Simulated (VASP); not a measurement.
# I (Fmmm) in VASP: further runs, part 2 of 2

VASP 6.6.1. The steps go on from the part before.

### 3 Single point, PBE, collinear spin, zero start

The input, INCAR:

```
ALGO     = Normal         # electronic algorithm
EDIFF    = 1E-6           # SCF threshold, eV
ENCUT    = 500            # plane-wave cutoff, eV
GGA      = PE             # functional
GGA_COMPAT= False        
ISIF     = 2              # what is computed and relaxed
ISMEAR   = 0              # smearing method
ISPIN    = 2              # spin polarisation
ISYM     = 0            
LASPH    = True           # aspherical terms in the spheres
LCHARG   = False          # write CHGCAR
LORBIT   = 11             # projections on sites
LREAL    = False          # projectors in reciprocal space
LWAVE    = False          # write WAVECAR
MAGMOM   = 0              # initial moments
NBANDS   = 14             # bands
NELM     = 200            # most SCF steps
PREC     = Accurate       # precision mode
SIGMA    = 0.1            # smearing width, eV
```

The input, KPOINTS:

```
k-points
0
Gamma
  1 2 2
```

The input, POSCAR:

```
I
1.0
    0.0000000000      2.3656004428      3.9098401324
    2.1922454667      0.0000000000      3.9098401324
    2.1922454667      2.3656004428      0.0000000000
I
1
Direct
    0.0000000000      0.0000000000      0.0000000000
```

Potentials or basis: VASP PAW PBE potentials, release 64 (I).

On the command line:

```bash
cat potpaw_PBE.64/I/POTCAR > POTCAR
mpirun -np 1 vasp_std > vasp.out
```

OUTCAR:

```text
EDIFF = 1E-6
   ENCUT = 500
   GGA = PE
   ISIF = 2
   ISMEAR = 0
   ISPIN = 2
   ISYM = 0
   LASPH = True
   LORBIT = 11
   LREAL = False
   NELM = 200
   PREC = Accurate

 ion  position               nearest neighbor table
   1  0.000  0.000  0.000-

IMPORTANT INFORMATION: All symmetrisations will be switched off!
NOSYMM: (Re-)initialisation of all symmetry stuff for point group C_1.

----------------------------------------------------------------------------------------

                                     Primitive cell

  volume of cell :      40.5527

  direct lattice vectors                    reciprocal lattice vectors
     0.000000000  2.365600443  3.909840132    -0.228076649  0.211362828  0.127882467
     2.192245467  0.000000000  3.909840132     0.228076649 -0.211362828  0.127882467
     2.192245467  2.365600443  0.000000000     0.228076649  0.211362828 -0.127882467

  length of vectors
     4.569782852  4.482498193  3.225214046     0.336224818  0.336224818  0.336224818

  position of ions in fractional coordinates (direct lattice)
     0.000000000  0.000000000  0.000000000
[... 222 lines left out ...]
     13      21.1514      0.00000
     14      24.5642      0.00000
[... 37 lines left out ...]
      1      -7.2007      1.00000
      2      -0.3094      1.00000
      3      -0.0238      1.00000
      4       2.9758      1.00000
      5       7.6195      0.00000
      6       9.4390      0.00000
      7      13.9623      0.00000
      8      14.4132      0.00000
      9      15.7438      0.00000
     10      15.8887      0.00000
     11      24.0002      0.00000
     12      24.1361      0.00000
     13      24.8869      0.00000
     14      25.3440      0.00000

------------------------ aborting loop because EDIFF is reached ----------------------------------------

  FORCE on cell =-STRESS in cart. coord.  units (eV):
  Direction    XX          YY          ZZ          XY          YZ          ZX
  --------------------------------------------------------------------------------------
  -------------------------------------------------------------------------------------
  Total        2.8845729      2.5417171      3.3469129      0.0000303      1.6455976      0.0000003
  in kB      113.9652737    100.4195380    132.2316528      0.0011985     65.0151620      0.0000136
  external PRESSURE =     115.5388215 kB  Pullay stress =       0.0000000 kB

 VOLUME and BASIS-vectors are now :
 -----------------------------------------------------------------------------
  energy-cutoff  :      500.00
  volume of cell :       40.55
      direct lattice vectors                 reciprocal lattice vectors
     0.000000000  2.365600443  3.909840132    -0.228076649  0.211362828  0.127882467
     2.192245467  0.000000000  3.909840132     0.228076649 -0.211362828  0.127882467
     2.192245467  2.365600443  0.000000000     0.228076649  0.211362828 -0.127882467

 POSITION                                       TOTAL-FORCE (eV/Angst)
 -----------------------------------------------------------------------------------
      0.00000      0.00000      0.00000         0.000000      0.000002      0.000001
 -----------------------------------------------------------------------------------
    total drift:                                0.000000      0.000002      0.000001

  FREE ENERGIE OF THE ION-ELECTRON SYSTEM (eV)
  ---------------------------------------------------
  free  energy   TOTEN  =        -0.1146222961 eV

  energy  without entropy=       -0.1146214213  energy(sigma->0) =       -0.11462186

 total charge

# of ion       s       p       d       tot
------------------------------------------
    1        1.512   2.775   0.002   4.289

 magnetization (x)

# of ion       s       p       d       tot
------------------------------------------
    1        0.000  -0.000   0.000  -0.000
```

OSZICAR:

```text
N       E                     dE             d eps       ncg     rms          rms(c)
DAV:   1     0.236889686478E+02    0.23689E+02   -0.21588E+03   224   0.329E+02
DAV:   2     0.100482859956E+01   -0.22684E+02   -0.20816E+02   290   0.758E+01
DAV:   3    -0.126770695971E+00   -0.11316E+01   -0.11305E+01   302   0.155E+01
DAV:   4    -0.137237429843E+00   -0.10467E-01   -0.10466E-01   278   0.188E+00
DAV:   5    -0.137400085915E+00   -0.16266E-03   -0.16266E-03   314   0.231E-01    0.201E+00
DAV:   6    -0.116077140660E+00    0.21323E-01   -0.22034E-02   278   0.559E-01    0.127E+00
DAV:   7    -0.113866790283E+00    0.22104E-02   -0.39374E-02   248   0.780E-01    0.333E-01
DAV:   8    -0.114619081236E+00   -0.75229E-03   -0.27353E-03   266   0.232E-01    0.717E-02
DAV:   9    -0.114606930335E+00    0.12151E-04   -0.42022E-05   284   0.337E-02    0.286E-02
DAV:  10    -0.114613869129E+00   -0.69388E-05   -0.66837E-06   284   0.110E-02    0.180E-02
DAV:  11    -0.114622580767E+00   -0.87116E-05   -0.10771E-05   248   0.173E-02    0.369E-03
DAV:  12    -0.114622296090E+00    0.28468E-06   -0.49770E-07   274   0.316E-03
   1 F= -.11462230E+00 E0= -.11462186E+00  d E =-.874802E-06  mag=    -0.0000
```

It took 25 s on 1 thread of Intel Xeon 8259CL, shared host; peak memory 0.18 GiB.

What came out:

* Free energy: -0.1146 eV
* Pressure: 11.6 GPa
* Net moment: 0.00 μB per cell
* Valence electrons inside the program's atomic spheres: I 4.29

Levels at points of the mesh, in eV from the Fermi level:
Spin up:
| k point | band 1 | band 2 | band 3 | band 4 | band 5 | band 6 | band 7 |
| --- | --- | --- | --- | --- | --- | --- | --- |
| (0.00, 0.00, 0.00) | -15.24 | -3.39 | -0.64 | -0.32 | 3.04 | 6.03 | 6.79 |
| (0.00, 0.50, 0.00) | -13.76 | -6.65 | -3.19 | 0.33 | 3.30 | 7.64 | 9.18 |
| (0.00, 0.00, 0.50) | -13.76 | -6.65 | -3.19 | 0.33 | 3.30 | 7.64 | 9.18 |
| (0.00, 0.50, 0.50) | -12.39 | -5.50 | -5.22 | -2.22 | 2.43 | 4.25 | 8.77 |
Spin down:
| k point | band 1 | band 2 | band 3 | band 4 | band 5 | band 6 |
| --- | --- | --- | --- | --- | --- | --- |
| (0.00, 0.00, 0.00) | -15.24 | -3.39 | -0.64 | -0.32 | 3.04 | 6.03 |
| (0.00, 0.50, 0.00) | -13.76 | -6.65 | -3.19 | 0.33 | 3.30 | 7.64 |
| (0.00, 0.00, 0.50) | -13.76 | -6.65 | -3.19 | 0.33 | 3.30 | 7.64 |
| (0.00, 0.50, 0.50) | -12.39 | -5.50 | -5.22 | -2.22 | 2.43 | 4.25 |

Caveat: the k points lie up to 2.11 Å⁻¹ apart; spin-orbit coupling is left out, which moves the levels of the heavy elements.

### 4 Single point, PBE

The input, INCAR:

```
PREC     = Accurate       # precision mode
ENCUT    = 500            # plane-wave cutoff, eV
EDIFF    = 1E-6           # SCF threshold, eV
ISMEAR   = 0              # smearing method
SIGMA    = 0.1            # smearing width, eV
LREAL    = False          # projectors in reciprocal space
LASPH    = True           # aspherical terms in the spheres
NELM     = 120            # most SCF steps
ALGO     = Normal         # electronic algorithm
ISIF     = 2              # what is computed and relaxed
LWAVE    = False          # write WAVECAR
LCHARG   = False          # write CHGCAR
GGA      = PE             # functional
NBANDS   = 10             # bands
ISYM     = 0            
GGA_COMPAT= False
```

The input, KPOINTS:

```
Automatic mesh
0
Gamma
  2 3 2
```

POSCAR is that of step 3.

Potentials or basis: VASP PAW PBE potentials, release 64 (I).

On the command line:

```bash
cat potpaw_PBE.64/I/POTCAR > POTCAR
mpirun -np 1 vasp_std > vasp.out
```

OUTCAR:

```text
PREC = Accurate
   ENCUT = 500
   EDIFF = 1E-6
   ISMEAR = 0
   LREAL = False
   LASPH = True
   NELM = 120
   ISIF = 2
   GGA = PE
   ISYM = 0

 ion  position               nearest neighbor table
   1  0.000  0.000  0.000-

IMPORTANT INFORMATION: All symmetrisations will be switched off!
NOSYMM: (Re-)initialisation of all symmetry stuff for point group C_1.

----------------------------------------------------------------------------------------

                                     Primitive cell

[... 254 lines left out ...]

  FORCE on cell =-STRESS in cart. coord.  units (eV):
  Direction    XX          YY          ZZ          XY          YZ          ZX
  --------------------------------------------------------------------------------------
  -------------------------------------------------------------------------------------
  Total        1.0751871      1.3327206      0.4055056     -0.4264803      0.0797174     -0.2112978
  in kB       42.4790766     52.6538500     16.0209364    -16.8496162      3.1495202     -8.3480701
  external PRESSURE =      37.0512877 kB  Pullay stress =       0.0000000 kB

 VOLUME and BASIS-vectors are now :
 -----------------------------------------------------------------------------
  energy-cutoff  :      500.00
  volume of cell :       40.55
      direct lattice vectors                 reciprocal lattice vectors
     0.000000000  2.365600443  3.909840132    -0.228076649  0.211362828  0.127882467
     2.192245467  0.000000000  3.909840132     0.228076649 -0.211362828  0.127882467
     2.192245467  2.365600443  0.000000000     0.228076649  0.211362828 -0.127882467

 POSITION                                       TOTAL-FORCE (eV/Angst)
 -----------------------------------------------------------------------------------
      0.00000      0.00000      0.00000        -0.000000     -0.000000      0.000001
 -----------------------------------------------------------------------------------
    total drift:                               -0.000000     -0.000000      0.000001

  FREE ENERGIE OF THE ION-ELECTRON SYSTEM (eV)
  ---------------------------------------------------
  free  energy   TOTEN  =        -1.1123777406 eV

  energy  without entropy=       -1.1003647726  energy(sigma->0) =       -1.10637126
```

stdout:

```text
POSCAR found type information on POSCAR I
 POSCAR found :  1 types and       1 ions
 scaLAPACK will be used
 LDA part: xc-table for (Slater+PW92), standard interpolation
 -----------------------------------------------------------------------------
|                                                                             |
|           W    W    AA    RRRRR   N    N  II  N    N   GGGG   !!!           |
|           W    W   A  A   R    R  NN   N  II  NN   N  G    G  !!!           |
|           W    W  A    A  R    R  N N  N  II  N N  N  G       !!!           |
|           W WW W  AAAAAA  RRRRR   N  N N  II  N  N N  G  GGG   !            |
|           WW  WW  A    A  R   R   N   NN  II  N   NN  G    G                |
|           W    W  A    A  R    R  N    N  II  N    N   GGGG   !!!           |
|                                                                             |
|     Your reciprocal lattice and k-lattice belong to different lattice       |
|     classes:                                                                |
|                                                                             |
|        The reciprocal lattice is body-centered orthorhombic,                |
|        whereas your k-lattice is triclinic.                                 |
|                                                                             |
|     Results are often still useful ...                                      |
|                                                                             |
 -----------------------------------------------------------------------------

 POSCAR, INCAR and KPOINTS ok, starting setup
 FFT: planning ... GRIDC
 FFT: planning ... GRID_SOFT
 FFT: planning ... GRID
 WAVECAR not read
 entering main loop
```

Run time: 14 s. Hardware: 1 thread of Intel Xeon 8259CL, shared host; peak memory 0.17 GiB.

Results:

- Free energy: -1.1124 eV
- Pressure: 3.7 GPa

Stress tensor (GPa, compression positive):
```
 4.25 -1.68 -0.83
-1.68  5.27  0.31
-0.83  0.31  1.60
```

Caveat: the k points lie up to 1.06 Å⁻¹ apart; spin-orbit coupling is left out, which moves the levels of the heavy elements; an odd number of electrons without spin polarisation forces a metal; a magnetic or distorted state may lie lower.

### 5 Single point, PBE

This run uses another cell than the first one, of 45.82 Å³/atom, 1.130 times its volume.

The input, INCAR:

```
SYSTEM = I
ALGO     = Normal         ! electronic algorithm
EDIFF    = 1E-6           ! SCF threshold, eV
ENCUT    = 500            ! plane-wave cutoff, eV
GGA      = PE             ! functional
GGA_COMPAT= .False.      
ISIF     = 2              ! what is computed and relaxed
ISMEAR   = 0              ! smearing method
ISYM     = 0            
LASPH    = .True.         ! aspherical terms in the spheres
LCHARG   = .True.         ! write CHGCAR
LELF     = .True.         ! ELF
LREAL    = .False.        ! projectors in reciprocal space
LVHAR    = .True.       
LWAVE    = .False.        ! write WAVECAR
NBANDS   = 10             ! bands
NELM     = 120            ! most SCF steps
PREC     = Accurate       ! precision mode
SIGMA    = 0.1            ! smearing width, eV
```

The input, KPOINTS:

```
k-points
0
Gamma
  3 1 5
  0 0 0
```

The input, POSCAR:

```
I
1.0
    0.0000000000      2.4639631437      4.0724129949
    2.2833999919      0.0000000000      4.0724129949
    2.2833999919      2.4639631437      0.0000000000
I
1
Direct
    0.0000000000      0.0000000000      0.0000000000
```

On the command line:

```bash
cat potpaw_PBE.64/I/POTCAR > POTCAR
mpirun -np 1 vasp_std > vasp.out
```

It took 15 s on 1 thread of Intel Xeon 8259CL, shared host; peak memory 0.17 GiB.

It converged, with:

- Free energy: -1.0902 eV
- Pressure: 1.0 GPa

Stress tensor (GPa, compression positive):
```
-1.06  4.72  5.61
 4.72 -5.66 -0.18
 5.61 -0.18  9.60
```

Levels at points of the mesh, in eV from the Fermi level:
| k point | band 1 | band 2 | band 3 | band 4 | band 5 | band 6 | band 7 | band 8 |
| --- | --- | --- | --- | --- | --- | --- | --- | --- |
| (0.00, 0.00, 0.00) | -13.76 | -2.23 | 0.00 | 0.24 | 4.15 | 6.99 | 7.35 | 11.31 |

Caveat: the k points lie up to 2.03 Å⁻¹ apart; spin-orbit coupling is left out, which moves the levels of the heavy elements; an odd number of electrons without spin polarisation forces a metal; a magnetic or distorted state may lie lower.

### 6 Single point, r2SCAN

The input, POSCAR:

```
I
1.0
    0.0000000000      2.3656004428      3.9098401324
    2.1922454667      0.0000000000      3.9098401324
    2.1922454667      2.3656004428      0.0000000000
I
1
Direct
    0.0000000000      0.0000000000      0.0000000000
```

The input, INCAR.step1:

```
SYSTEM = I
ALGO     = Normal         ! electronic algorithm
EDIFF    = 1E-5           ! SCF threshold, eV
ENCUT    = 550            ! plane-wave cutoff, eV
GGA      = PE             ! functional
GGA_COMPAT= .FALSE.      
ISMEAR   = 0              ! smearing method
ISYM     = 0            
LASPH    = .TRUE.         ! aspherical terms in the spheres
LCHARG   = .FALSE.        ! write CHGCAR
LREAL    = .FALSE.        ! projectors in reciprocal space
LWAVE    = .TRUE.         ! write WAVECAR
NBANDS   = 10             ! bands
NELM     = 120            ! most SCF steps
PREC     = Accurate       ! precision mode
SIGMA    = 0.1            ! smearing width, eV
```

The input, INCAR.step2:

```
SYSTEM = I
ALGO     = Normal         ! electronic algorithm
EDIFF    = 1E-6           ! SCF threshold, eV
ENCUT    = 550            ! plane-wave cutoff, eV
GGA_COMPAT= .FALSE.      
ISIF     = 2              ! what is computed and relaxed
ISMEAR   = 0              ! smearing method
ISTART   = 1            
ISYM     = 0            
LASPH    = .TRUE.         ! aspherical terms in the spheres
LCHARG   = .TRUE.         ! write CHGCAR
LELF     = .TRUE.         ! ELF
LMIXTAU  = .TRUE.       
LREAL    = .FALSE.        ! projectors in reciprocal space
LVHAR    = .TRUE.       
LWAVE    = .FALSE.        ! write WAVECAR
METAGGA  = R2SCAN         ! meta-GGA
NBANDS   = 10             ! bands
NELM     = 120            ! most SCF steps
PREC     = Accurate       ! precision mode
SIGMA    = 0.1            ! smearing width, eV
```

The input, KPOINTS:

```
Automatic mesh
0
Gamma
  2 2 2
  0.5 0.5 0.5
```

Potentials or basis: VASP PAW PBE potentials, release 64 (I).

On the command line:

```bash
cat potpaw_PBE.64/I/POTCAR > POTCAR
cp INCAR.step1 INCAR
mpirun -np 1 vasp_std > vasp.out
cp INCAR.step2 INCAR
mpirun -np 1 vasp_std > vasp.out
```

It took 94 s on 1 thread of Intel Xeon 8259CL, shared host; peak memory 0.19 GiB.

Results (log left out):

* Free energy: -24.7439 eV
* Pressure: -1.4 GPa

Stress tensor (GPa, compression positive):
```
-3.01  0.00  0.00
 0.00 -1.34  0.00
 0.00  0.00  0.04
```

Levels at points of the mesh, in eV from the Fermi level:
| k point | band 1 | band 2 | band 3 | band 4 | band 5 | band 6 | band 7 | band 8 |
| --- | --- | --- | --- | --- | --- | --- | --- | --- |
| (0.25, 0.25, 0.25) | -12.91 | -1.96 | -1.13 | 2.23 | 7.07 | 9.31 | 9.78 | 14.05 |

Caveat: the k points lie up to 1.06 Å⁻¹ apart; the PAW data sets were made with another functional, which shifts forces and pressure a little; spin-orbit coupling is left out, which moves the levels of the heavy elements; an odd number of electrons without spin polarisation forces a metal; a magnetic or distorted state may lie lower.

### 7 Overview

```csv
level,spin,cell,k mesh,cutoff (eV),gap on the mesh (eV),pressure (GPa)
PBE,"collinear, zero start","a = 4.570, b = 4.482, c = 3.225 Å, angles 70.6, 67.7, 41.7°, 1 atom",1 × 2 × 2,500,none,11.6
PBE,off,"a = 4.570, b = 4.482, c = 3.225 Å, angles 70.6, 67.7, 41.7°, 1 atom",2 × 3 × 2,500,none,3.7
PBE,off,"a = 4.760, b = 4.669, c = 3.359 Å, angles 70.6, 67.7, 41.7°, 1 atom",3 × 1 × 5,500,none,1.0
r2SCAN,off,"a = 4.570, b = 4.482, c = 3.225 Å, angles 70.6, 67.7, 41.7°, 1 atom","2 × 2 × 2, shifted",550,none,-1.4
```

Alike in all rows: task single point; potentials or basis VASP PAW PBE potentials, release 64 (I); smearing gaussian 0.1 eV.

Caveats: all runs use coarse meshes; spin-orbit coupling is left out, which moves the levels of the heavy elements; an odd number of electrons without spin polarisation forces a metal (some runs); a magnetic or distorted state may lie lower (some runs); the PAW data sets were made with another functional, which shifts forces and pressure a little (some runs).

Absolute energies hang on the potentials; compare differences alone.
